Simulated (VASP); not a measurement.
SrTiO3, 10 atoms in the cell. The structure is tetragonal, space group I4/mcm (No. 140). Conventional cell: a = 5.518 Å, b = 5.518 Å, c = 7.827 Å, α = 90.00°, β = 90.00°, γ = 90.00°. Within 3.5 Å of Sr (site symmetry -42m) lie 12 O at 2.67 to 2.86 Å and 8 Ti at 3.38 Å. Within 2.6 Å of Ti (site symmetry 4/m) lie 6 O at 1.96 Å. O (site symmetry m2m) has 2 Ti at 1.96 Å and 4 Sr at 2.67 to 2.86 Å and 8 O at 2.77 Å within 2.9 Å. O (site symmetry 422) has 2 Ti at 1.96 Å within 2.6 Å. 

| Property | Result |
| --- | --- |
| Program | VASP 6.6.1 |
| Task | single point |
| Functional | r2SCAN |
| Potentials or basis | VASP PAW PBE potentials, release 64 (Sr_sv, Ti_sv, O) |
| Cutoff | 520 eV |
| k mesh | 6 × 6 × 6 |
| Occupations | gaussian, width 0.01 eV |
| Spin | no spin polarisation |
| Dipole correction | no |
| Further INCAR settings | ALGO = Normal; EDIFF = 1e-06; NBANDS = 51 |

Potentials or basis: VASP PAW PBE potentials, release 64 (Sr_sv, Ti_sv, O).

The run is started by

```sh
$ cat potpaw_PBE.64/Sr_sv/POTCAR potpaw_PBE.64/Ti_sv/POTCAR potpaw_PBE.64/O/POTCAR > POTCAR
$ cp INCAR.step1 INCAR
$ mpirun -np 1 vasp_std > vasp.out
$ cp INCAR.step2 INCAR
$ mpirun -np 1 vasp_std > vasp.out
```

Hardware: 1 thread of Intel(R) Xeon(R) 6975P-C (Granite Rapids), with other jobs on the host.

**Question.** Estimate the wall time of this run.

**Answer.** It took 9.3 min on 1 thread of Intel(R) Xeon(R) 6975P-C (Granite Rapids), with other jobs on the host, peak memory 0.38 GiB. Counts: k points 30.
